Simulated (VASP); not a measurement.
# KF (I4/mmm) in VASP: further runs

The runs below take KF through single point, with r2SCAN.

All numbers are computed with VASP 6.6.1; they aren't measurements. Logs are shortened: lines on timing, memory, paths and dates and some standing lists are left out, and cuts for length are marked.

## (1) The cell of the first run

The structure is tetragonal, space group I4/mmm (No. 139). The conventional cell has a = 3.705 Å, b = 3.705 Å, c = 5.347 Å, α = 90.00°, β = 90.00°, γ = 90.00°. Within 3.5 Å of K (site symmetry 4/mmm) lie 6 F at 2.62 to 2.67 Å. Within 3.5 Å of F (site symmetry 4/mmm) lie 6 K at 2.62 to 2.67 Å.

## (2) Single point, r2SCAN (strain -0.0200 x Voigt [1, 1, 0, 0, 0, 0])

Input file POSCAR:

```
KF
1.0
    0.0000000000      2.6200300000      2.6735000000
    2.6200300000      0.0000000000      2.6735000000
    2.6200300000      2.6200300000      0.0000000000
K F
1 1
Direct
    0.0000000000      0.0000000000      0.0000000000
    0.5000000000      0.5000000000      0.5000000000
```

Input file INCAR.step1:

```
ALGO = Normal
EDIFF = 1E-4
ENCUT = 520
GGA = PE
ISMEAR = 0
LASPH = True
LCHARG = False
LREAL = False
LWAVE = True
NBANDS = 15
NELM = 80
PREC = Accurate
SIGMA = 0.05
```

Input file INCAR.step2:

```
ALGO = Normal
EDIFF = 1E-7
ENCUT = 520
ISIF = 2
ISMEAR = 0
ISTART = 1
LASPH = True
LCHARG = False
LMIXTAU = True
LREAL = False
LWAVE = False
METAGGA = R2SCAN
NBANDS = 15
NELM = 80
PREC = Accurate
SIGMA = 0.05
```

Input file KPOINTS:

```
k-points
0
Gamma
  8 8 8
```

Potentials or basis: VASP PAW PBE potentials, release 64 (K_sv, F).

Started as:

```console
$ cat potpaw_PBE.64/K_sv/POTCAR potpaw_PBE.64/F/POTCAR > POTCAR
$ cp INCAR.step1 INCAR
$ mpirun -np 1 vasp_std > vasp.out
$ cp INCAR.step2 INCAR
$ mpirun -np 1 vasp_std > vasp.out
```

OUTCAR:

```text
EDIFF = 1E-7
   ENCUT = 520
   ISIF = 2
   ISMEAR = 0
   ISTART = 1
   LASPH = True
   LREAL = False
   METAGGA = R2SCAN
   NELM = 80
   PREC = Accurate

 ion  position               nearest neighbor table
   1  0.000  0.000  0.000-   2 2.62   2 2.62   2 2.62   2 2.62   2 2.67   2 2.67
   2  0.500  0.500  0.500-   1 2.62   1 2.62   1 2.62   1 2.62   1 2.67   1 2.67

  LATTYP: Found a body centered tetragonal cell.
 ALAT       =     3.7052819598
 C/A-ratio  =     1.4430750636

  Lattice vectors:

 A1 = (  -2.6200300000,   0.0000000000,   2.6735000000)
 A2 = (   2.6200300000,   0.0000000000,   2.6735000000)
 A3 = (   0.0000000000,   2.6200300000,  -2.6735000000)

Analysis of symmetry for initial positions (statically):
=====================================================================
 Subroutine PRICEL returns:
 Original cell was already a primitive cell.

 Routine SETGRP: Setting up the symmetry group for a
 body centered tetragonal supercell.

 Subroutine GETGRP returns: Found 16 space group operations
 (whereof 16 operations were pure point group operations)
 out of a pool of 16 trial point group operations.

The static configuration has the point symmetry D_4h.

Analysis of symmetry for dynamics (positions and initial velocities):
=====================================================================
 Subroutine PRICEL returns:
 Original cell was already a primitive cell.

 Routine SETGRP: Setting up the symmetry group for a
 body centered tetragonal supercell.

 Subroutine GETGRP returns: Found 16 space group operations
 (whereof 16 operations were pure point group operations)
 out of a pool of 16 trial point group operations.

The dynamic configuration has the point symmetry D_4h.

 Subroutine INISYM returns: Found 16 space group operations
 (whereof 16 operations are pure point group operations),
 and found     1 'primitive' translations

----------------------------------------------------------------------------------------

                                     Primitive cell

  volume of cell :      36.7048

  direct lattice vectors                    reciprocal lattice vectors
     0.000000000  2.620030000  2.673500000    -0.190837509  0.190837509  0.187020759
     2.620030000  0.000000000  2.673500000     0.190837509 -0.190837509  0.187020759
     2.620030000  2.620030000  0.000000000     0.190837509  0.190837509 -0.187020759

  length of vectors
     3.743281909  3.743281909  3.705281960     0.328351450  0.328351450  0.328351450

  position of ions in fractional coordinates (direct lattice)
     0.000000000  0.000000000  0.000000000
     0.500000000  0.500000000  0.500000000

  ion indices of the primitive-cell ions
   primitive index   ion index
                 1           1
                 2           2

----------------------------------------------------------------------------------------

 KPOINTS: k-points

Automatic generation of k-mesh.
 Grid dimensions read from file:
 generate k-points for:    8    8    8

 Generating k-lattice:

  Cartesian coordinates                     Fractional coordinates (reciprocal lattice)
    -0.023854689  0.023854689  0.023377595     0.125000000  0.000000000  0.000000000
     0.023854689 -0.023854689  0.023377595     0.000000000  0.125000000  0.000000000
     0.023854689  0.023854689 -0.023377595     0.000000000  0.000000000  0.125000000

  Length of vectors
     0.041043931  0.041043931  0.041043931

  Shift w.r.t. Gamma in fractional coordinates (k-lattice)
     0.000000000  0.000000000  0.000000000

 Subroutine IBZKPT returns following result:
 ===========================================

 Found     59 irreducible k-points:

 Following reciprocal coordinates:
            Coordinates               Weight
  0.000000  0.000000  0.000000      1.000000
  0.125000 -0.000000  0.000000      8.000000
  0.250000 -0.000000  0.000000      8.000000
  0.375000  0.000000  0.000000      8.000000
  0.500000 -0.000000  0.000000      4.000000
  0.125000  0.125000  0.000000      2.000000
[... 16 lines left out ...]
  0.250000 -0.000000  0.125000     16.000000
  0.375000  0.000000  0.125000     16.000000
 [... further k-points ...]
   k-points           NKPTS =     59   k-points in BZ     NKDIM =     59   number of bands    NBANDS=     15
   number of dos      NEDOS =    301   number of ions     NIONS =      2
   total plane-waves  NPLWV =  21952
   dimension x,y,z NGX =    28 NGY =   28 NGZ =   28
   dimension x,y,z NGXF=    56 NGYF=   56 NGZF=   56
   ions per type =               1   1
   NGX,Y,Z   is equivalent  to a cutoff of  12.44, 12.44, 12.56 a.u.
   NGXF,Y,Z  is equivalent  to a cutoff of  24.87, 24.87, 25.13 a.u.
 SYSTEM =  unknown system
   PREC   = accura    normal or accurate (medium, high low for compatibility)
   ISTART =      1    job   : 0-new  1-cont  2-samecut
   ICHARG =      0    charge: 1-file 2-atom 10-const
   ISPIN  =      1    spin polarized calculation?
   LNONCOLLINEAR =      F non collinear calculations
   LSORBIT =      F    spin-orbit coupling
   LASPH  =      T    aspherical Exc in radial PAW
   ENCUT  =  520.0 eV  38.22 Ry    6.18 a.u.   6.96  6.96  6.89*2*pi/ulx,y,z
   NELM   =     80;   NELMIN=  2; NELMDL=  0     # of ELM steps
   EDIFF  = 0.1E-06   stopping-criterion for ELM
   LREAL  =      F    real-space projection
   EDIFFG = 0.1E-05   stopping-criterion for IOM
   NSW    =      0    number of steps for IOM
   IBRION =     -1    ionic relax: 0-MD 1-quasi-New 2-CG
   NFREE  =      0    steps in history (QN), initial steepest desc. (CG)
   ISIF   =      2    stress and relaxation
   ISYM   =      2    0-nonsym 1-usesym 2-fastsym
   POTIM  = 0.5000    time-step for ionic-motion
   TEBEG  =    0.0;   TEEND  =   0.0 temperature during run
   PSTRESS=    0.0 pullay stress
   NELECT =      16.0000    total number of electrons
   NUPDOWN=      -1.0000    fix difference up-down
   EMIN   =  10.00;   EMAX   =-10.00  energy-range for DOS
   EFERMI =   0.00;   METHOD = LEGACY
   ISMEAR =     0;   SIGMA  =   0.05  broadening in eV -4-tet -1-fermi 0-gaus
   EFERMI_NEDOS =   21; number of points for ismear=-14 and -15
   IALGO  =     38    algorithm
   IMIX   =      4    mixing-type and parameters
     AMIX     =   0.40;   BMIX     =  1.00
     AMIX_MAG =   1.60;   BMIX_MAG =  1.00
  volume/ion in A,a.u.               =      18.35       123.85
  Fermi-wavevector in a.u.,A,eV,Ry     =   1.241292  2.345702 20.963933  1.540806
  Thomas-Fermi vector in A             =   2.375696
   LORBIT       =      0    0 simple, 1 ext, 2 COOP (PROOUT), +10 PAW based schemes
   METAGGA = R2SCAN    functional components
   LHFCALC =     F    Hartree Fock is set to
   AEXX    =    0.0000 exact exchange contribution
   IVDW    =     0    specifies the selected vdW correction
   LEPSILON=     F    determine dielectric tensor
   LRPA    =     F    only Hartree local field effects (RPA)
 non-spin polarized calculation
 Gauss-broadening in eV      SIGMA  =   0.05
  energy-cutoff  :      520.00
  volume of cell :       36.70
 maximum number of plane-waves:      1002
   NGX = 13   NGY = 13   NGZ = 13

 number of electron      16.0000014 magnetization

 Free energy of the ion-electron system (eV)
  ---------------------------------------------------
  ext. energy  EPLUGINS =         0.00000000
  ---------------------------------------------------
  free energy    TOTEN  =       -14.96710203 eV

  energy without entropy =      -14.96710203  energy(sigma->0) =      -14.96710203

 E-fermi :  -2.9308     XC(G=0):  -9.0934

 val. band max:       -3.2351466487   @ k =   0.0000   0.0000   0.0000
 cond. band min:       3.7904521335   @ k =   0.0000   0.0000   0.0000
 fundamental gap:      7.0255987822
 Fermi energy:        -2.9307938568

 k-point     1 :       0.0000    0.0000    0.0000
  band No.  band energies     occupation
      1     -30.2631      2.00000
      2     -23.0564      2.00000
      3     -12.7232      2.00000
      4     -12.7165      2.00000
      5     -12.7165      2.00000
      6      -3.2701      2.00000
      7      -3.2352      2.00000
      8      -3.2351      2.00000
      9       3.7905      0.00000
     10       8.2311      0.00000
     11       8.3532      0.00000
     12       8.3532      0.00000
     13      10.1246      0.00000
     14      10.3342      0.00000
     15      14.2109      0.00000

 k-point     2 :       0.1250   -0.0000    0.0000
  band No.  band energies     occupation
      1     -30.2466      2.00000
      2     -23.0723      2.00000
      3     -12.7633      2.00000
      4     -12.7275      2.00000
      5     -12.7202      2.00000
      6      -3.3892      2.00000
      7      -3.3105      2.00000
      8      -3.2933      2.00000
      9       4.2370      0.00000
     10       8.0082      0.00000
     11       8.5019      0.00000
     12       8.5766      0.00000
     13      10.2841      0.00000
     14      10.4912      0.00000
     15      15.0604      0.00000

 k-point     3 :       0.2500   -0.0000    0.0000
  band No.  band energies     occupation
      1     -30.2063      2.00000
      2     -23.1107      2.00000
      3     -12.8684      2.00000
      4     -12.7447      2.00000
      5     -12.7290      2.00000
      6      -3.6888      2.00000
      7      -3.4403      2.00000
      8      -3.4307      2.00000
      9       5.3407      0.00000
     10       7.6217      0.00000
     11       9.0637      0.00000
     12       9.1422      0.00000
     13      10.7770      0.00000
     14      10.9616      0.00000
     15      16.4091      0.00000
[... 343 lines left out ...]
 k-point    23 :       0.2500   -0.0000    0.1250
  band No.  band energies     occupation
      1     -30.2088      2.00000
      2     -23.1024      2.00000
      3     -12.8419      2.00000
      4     -12.7864      2.00000
      5     -12.7486      2.00000
      6      -3.6982      2.00000
      7      -3.3698      2.00000
      8      -3.3286      2.00000
      9       5.2016      0.00000
     10       7.2422      0.00000
     11       9.2090      0.00000
     12       9.3090      0.00000
     13      10.6730      0.00000
     14      10.8045      0.00000
     15      16.6277      0.00000

 k-point    24 :       0.3750    0.0000    0.1250
  band No.  band energies     occupation
      1     -30.1690      2.00000
      2     -23.1347      2.00000
      3     -12.9587      2.00000
      4     -12.8030      2.00000
      5     -12.7808      2.00000
      6      -3.8534      2.00000
      7      -3.5205      2.00000
      8      -3.4575      2.00000
      9       6.2883      0.00000
     10       7.2478      0.00000
     11       9.6546      0.00000
     12       9.8294      0.00000
     13      11.3757      0.00000
     14      11.5288      0.00000
     15      15.7856      0.00000

 [... further k-points ...]

------------------------ aborting loop because EDIFF is reached ----------------------------------------

  FORCE on cell =-STRESS in cart. coord.  units (eV):
  Direction    XX          YY          ZZ          XY          YZ          ZX
  --------------------------------------------------------------------------------------
  -------------------------------------------------------------------------------------
  Total        0.3232138      0.3232138     -0.0075084      0.0000000      0.0000000      0.0000000
  in kB       14.1084012     14.1084012     -0.3277434      0.0000000      0.0000000      0.0000000
  external PRESSURE =       9.2963530 kB  Pullay stress =       0.0000000 kB

 VOLUME and BASIS-vectors are now :
 -----------------------------------------------------------------------------
  energy-cutoff  :      520.00
  volume of cell :       36.70
      direct lattice vectors                 reciprocal lattice vectors
     0.000000000  2.620030000  2.673500000    -0.190837509  0.190837509  0.187020759
     2.620030000  0.000000000  2.673500000     0.190837509 -0.190837509  0.187020759
     2.620030000  2.620030000  0.000000000     0.190837509  0.190837509 -0.187020759

 POSITION                                       TOTAL-FORCE (eV/Angst)
 -----------------------------------------------------------------------------------
      0.00000      0.00000      0.00000         0.000000      0.000000     -0.000000
      2.62003      2.62003      2.67350         0.000000      0.000000      0.000000
 -----------------------------------------------------------------------------------
    total drift:                                0.000000      0.000000      0.000000

  FREE ENERGIE OF THE ION-ELECTRON SYSTEM (eV)
  ---------------------------------------------------
  free  energy   TOTEN  =       -14.9671020282 eV

  energy  without entropy=      -14.9671020282  energy(sigma->0) =      -14.96710203
```

It took 2.3 min on 1 thread of AMD EPYC 7R13 (Zen 3), shared host; peak memory 0.15 GiB.

Results:

```yaml
Free_energy: -14.9671 eV
Pressure: 0.9 GPa
Band_gap_on_the_k_mesh: 7.03 eV
```

Stress tensor (GPa, compression positive):
```
 1.41  0.00  0.00
 0.00  1.41  0.00
 0.00  0.00 -0.03
```

Caveat: the cell differs from its parent crystal (strain -0.0200 x Voigt [1, 1, 0, 0, 0, 0]); the PAW data sets were made with another functional, which shifts forces and pressure a little.

## (3) Single point, r2SCAN (strain -0.0150 x Voigt [1, 1, 0, 0, 0, 0])

Input file POSCAR:

```
KF
1.0
    0.0000000000      2.6333975000      2.6735000000
    2.6333975000      0.0000000000      2.6735000000
    2.6333975000      2.6333975000      0.0000000000
K F
1 1
Direct
    0.0000000000      0.0000000000      0.0000000000
    0.5000000000      0.5000000000      0.5000000000
```

Input file INCAR.step1:

```
ALGO = Normal
EDIFF = 1E-4
ENCUT = 520
GGA = PE
ISMEAR = 0
LASPH = T
LCHARG = F
LREAL = F
LWAVE = T
NBANDS = 15
NELM = 100
PREC = Accurate
SIGMA = 0.05
```

Input file INCAR.step2:

```
ALGO = Normal
EDIFF = 1E-6
ENCUT = 520
ISIF = 2
ISMEAR = 0
ISTART = 1
LASPH = T
LCHARG = F
LMIXTAU = T
LREAL = F
LWAVE = F
METAGGA = R2SCAN
NBANDS = 15
NELM = 100
PREC = Accurate
SIGMA = 0.05
```

KPOINTS is that of step 2.

Potentials or basis: VASP PAW PBE potentials, release 64 (K_sv, F).

Started as:

```console
$ cat potpaw_PBE.64/K_sv/POTCAR potpaw_PBE.64/F/POTCAR > POTCAR
$ cp INCAR.step1 INCAR
$ mpirun -np 1 vasp_std > vasp.out
$ cp INCAR.step2 INCAR
$ mpirun -np 1 vasp_std > vasp.out
```

Run time: 2 min. Hardware: 1 thread of AMD EPYC 7R13 (Zen 3), shared host; peak memory 0.15 GiB.

It converged, with:

| Property | Result |
| --- | --- |
| Free energy | -14.9703 eV |
| Pressure | 0.5 GPa |
| Band gap on the k mesh | 6.97 eV |

Stress tensor (GPa, compression positive):
```
 0.85  0.00  0.00
 0.00  0.85  0.00
 0.00  0.00 -0.18
```

Levels at points of the mesh, in eV from the valence-band top:
| k point | band 6 | band 7 | band 8 | band 9 | band 10 | band 11 |
| --- | --- | --- | --- | --- | --- | --- |
| (0.00, 0.00, 0.00) | -0.03 | 0.00 | 0.00 | 6.97 | 11.46 | 11.55 |
| (0.50, 0.00, 0.00) | -0.80 | -0.37 | -0.37 | 9.79 | 11.45 | 13.01 |
| (0.50, 0.50, 0.00) | -0.22 | -0.04 | -0.04 | 8.82 | 11.37 | 12.56 |
| (0.50, 0.00, 0.50) | -0.18 | -0.07 | -0.05 | 8.76 | 11.38 | 12.70 |

Caveat: the cell differs from its parent crystal (strain -0.0150 x Voigt [1, 1, 0, 0, 0, 0]); the PAW data sets were made with another functional, which shifts forces and pressure a little.

## (4) Single point, r2SCAN (strain -0.0100 x Voigt [1, 1, 0, 0, 0, 0])

Input file POSCAR:

```
KF
1.0
    0.0000000000      2.6467650000      2.6735000000
    2.6467650000      0.0000000000      2.6735000000
    2.6467650000      2.6467650000      0.0000000000
K F
1 1
Direct
    0.0000000000      0.0000000000      0.0000000000
    0.5000000000      0.5000000000      0.5000000000
```

Input file INCAR.step1:

```
PREC     = Accurate       # precision mode
ENCUT    = 520            # plane-wave cutoff, eV
ISMEAR   = 0              # smearing method
SIGMA    = 0.05           # smearing width, eV
LREAL    = False          # projectors in reciprocal space
LASPH    = True           # aspherical terms in the spheres
NELM     = 60             # most SCF steps
NBANDS   = 15             # bands
GGA      = PE             # functional
ALGO     = Normal         # electronic algorithm
EDIFF    = 1E-4           # SCF threshold, eV
LWAVE    = True           # write WAVECAR
LCHARG   = False          # write CHGCAR
```

Input file INCAR.step2:

```
PREC     = Accurate       # precision mode
ENCUT    = 520            # plane-wave cutoff, eV
EDIFF    = 1E-6           # SCF threshold, eV
ISMEAR   = 0              # smearing method
SIGMA    = 0.05           # smearing width, eV
LREAL    = False          # projectors in reciprocal space
LASPH    = True           # aspherical terms in the spheres
NELM     = 60             # most SCF steps
ALGO     = Normal         # electronic algorithm
ISIF     = 2              # what is computed and relaxed
LWAVE    = False          # write WAVECAR
LCHARG   = True           # write CHGCAR
METAGGA  = R2SCAN         # meta-GGA
LMIXTAU  = True         
LELF     = True           # ELF
LVHAR    = True         
NBANDS   = 15             # bands
ISTART   = 1
```

Input file KPOINTS:

```
regular mesh
0
Gamma
  8 8 8
```

Started as:

```console
$ cat potpaw_PBE.64/K_sv/POTCAR potpaw_PBE.64/F/POTCAR > POTCAR
$ cp INCAR.step1 INCAR
$ mpirun -np 1 vasp_std > vasp.out
$ cp INCAR.step2 INCAR
$ mpirun -np 1 vasp_std > vasp.out
```

Wall time 2 min (1 thread of AMD EPYC 7R13 (Zen 3), shared host); peak memory 0.15 GiB.

The run converged. Its results:

```
Free energy            : -14.9722 eV
Pressure               : 0.1 GPa
Band gap on the k mesh : 6.92 eV
```

Stress tensor (GPa, compression positive):
```
 0.33  0.00  0.00
 0.00  0.33  0.00
 0.00  0.00 -0.32
```

Levels at points of the mesh, in eV from the valence-band top:
| k point | band 4 | band 5 | band 6 | band 7 | band 8 | band 9 | band 10 | band 11 | band 12 | band 13 |
| --- | --- | --- | --- | --- | --- | --- | --- | --- | --- | --- |
| (0.00, 0.00, 0.00) | -9.55 | -9.55 | -0.02 | 0.00 | 0.00 | 6.92 | 11.46 | 11.52 | 11.52 | 13.33 |
| (0.50, 0.00, 0.00) | -9.59 | -9.58 | -0.79 | -0.36 | -0.36 | 9.75 | 11.38 | 12.98 | 13.04 | 15.39 |
| (0.50, 0.50, 0.00) | -9.76 | -9.76 | -0.22 | -0.05 | -0.05 | 8.80 | 11.32 | 12.51 | 14.73 | 15.23 |
| (0.50, 0.00, 0.50) | -9.78 | -9.77 | -0.19 | -0.07 | -0.05 | 8.76 | 11.32 | 12.60 | 14.72 | 15.19 |

Caveat: the cell differs from its parent crystal (strain -0.0100 x Voigt [1, 1, 0, 0, 0, 0]); the PAW data sets were made with another functional, which shifts forces and pressure a little.

## (5) The runs side by side

```csv
cell,gap on the mesh (eV),pressure (GPa)
"a = 3.743, b = 3.743, c = 3.705 Å, angles 60.3, 60.3, 59.3°, 2 atoms",7.03,0.9
"a = 3.753, b = 3.753, c = 3.724 Å, angles 60.3, 60.3, 59.5°, 2 atoms",6.97,0.5
"a = 3.762, b = 3.762, c = 3.743 Å, angles 60.2, 60.2, 59.7°, 2 atoms",6.92,0.1
```

Alike in all rows: task single point; level r2SCAN; potentials or basis VASP PAW PBE potentials, release 64 (K_sv, F); no spin polarisation; k mesh 8 × 8 × 8; cutoff (eV) 520; smearing gaussian 0.05 eV.

Caveats: the PAW data sets were made with another functional, which shifts forces and pressure a little.

Total energies depend on the potentials used, so only differences within one code and one set of settings carry meaning.
